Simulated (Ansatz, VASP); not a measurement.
TaSi2 in VASP and in Ansatz

Contents of INCAR:

```
ALGO     = Normal         # electronic algorithm
EDIFF    = 1E-6           # SCF threshold, eV
ENCUT    = 520            # plane-wave cutoff, eV
GGA      = PE             # functional
ISIF     = 2              # what is computed and relaxed
ISMEAR   = 0              # smearing method
LASPH    = True           # aspherical terms in the spheres
LCHARG   = False          # write CHGCAR
LREAL    = False          # projectors in reciprocal space
LWAVE    = False          # write WAVECAR
NBANDS   = 38             # bands
NELM     = 100            # most SCF steps
PREC     = Accurate       # precision mode
SIGMA    = 0.15           # smearing width, eV
```

Contents of KPOINTS:

```
k-points
0
Gamma
  9 9 6
```

The input POSCAR:

```
TaSi2
1.0
    4.8051009126      0.1261338990      0.0000000000
   -2.2933152955      4.0982725086      0.0000000000
    0.0000000000      0.0000000000      6.5988658829
Ta Si
3 6
Direct
    0.5000000000      0.0000000000      0.5000000000
    0.5000000000      0.5000000000      0.8333333333
    0.0000000000      0.5000000000      0.1666666667
    0.1589199925      0.3178399850      0.5000000000
    0.8410800075      0.1589199925      0.8333333333
    0.6821600150      0.8410800075      0.1666666667
    0.8410800075      0.6821600150      0.5000000000
    0.1589199925      0.8410800075      0.8333333333
    0.3178399850      0.1589199925      0.1666666667
```

Input for Ansatz:

```yaml
crystal:
  lattice:
    - [4.8051009126, 0.126133899, 0.0]
    - [-2.2933152955, 4.0982725086, 0.0]
    - [0.0, 0.0, 6.5988658829]
  atoms:
    - { symbol: Ta, position: [0.5, 0.0, 0.5] }
    - { symbol: Ta, position: [0.5, 0.5, 0.8333333333] }
    - { symbol: Ta, position: [0.0, 0.5, 0.1666666667] }
    - { symbol: Si, position: [0.1589199925, 0.317839985, 0.5] }
    - { symbol: Si, position: [0.8410800075, 0.1589199925, 0.8333333333] }
    - { symbol: Si, position: [0.682160015, 0.8410800075, 0.1666666667] }
    - { symbol: Si, position: [0.8410800075, 0.682160015, 0.5] }
    - { symbol: Si, position: [0.1589199925, 0.8410800075, 0.8333333333] }
    - { symbol: Si, position: [0.317839985, 0.1589199925, 0.1666666667] }
basis:
  ecutwfc: 420
kpoints:
  mp_grid: { grid: [9, 9, 6] }
hamiltonian:
  xc: pbe
scf:
  occupations: { method: gaussian, width: 0.15 }
output:
  forces: true
  stress: true
  eigenvalues: true
```

Change from the starting cell: strain +0.0525 x Voigt [0, 0, 0, 0, 0, 1], atoms carried along.

Alike in both runs: task single point; functional PBE; k mesh 9 × 9 × 6; occupations gaussian, width 0.15 eV; no spin polarisation.

|  | VASP | Ansatz |
| --- | --- | --- |
| version | VASP 6.6.1 | Ansatz 0.2.0 |
| potentials or method | VASP PAW PBE potentials, release 64 (Ta_pv, Si), cutoff 520 eV | scalar-relativistic, plane waves, PAW |
| valence electrons in the cell | 57 | 63 |

|  | VASP | Ansatz | Ansatz less VASP |
| --- | --- | --- | --- |
| gap on the k mesh at the Fermi level (eV) | none | none | - |
| pressure (GPa) | 0.7 | 0.6 | -0.09 |
| traceless stress, the component that is largest in VASP (GPa) | -7.62 | -7.63 | -0.003 |
| rms of the force components (eV/Å) | 0.094 | 0.095 | +0.0002 |

Atom by atom the forces differ by 0.002 eV/Å (rms over components). A gap of «none» marks a metal or a gap that the smearing closes. With one functional, cell and mesh, what is left measures potentials, basis and numerics. VASP's potentials hold 57 valence electrons a cell and Ansatz's 63, so a difference there can come from the potentials and not from the codes.

Neither program's run includes spin-orbit coupling.
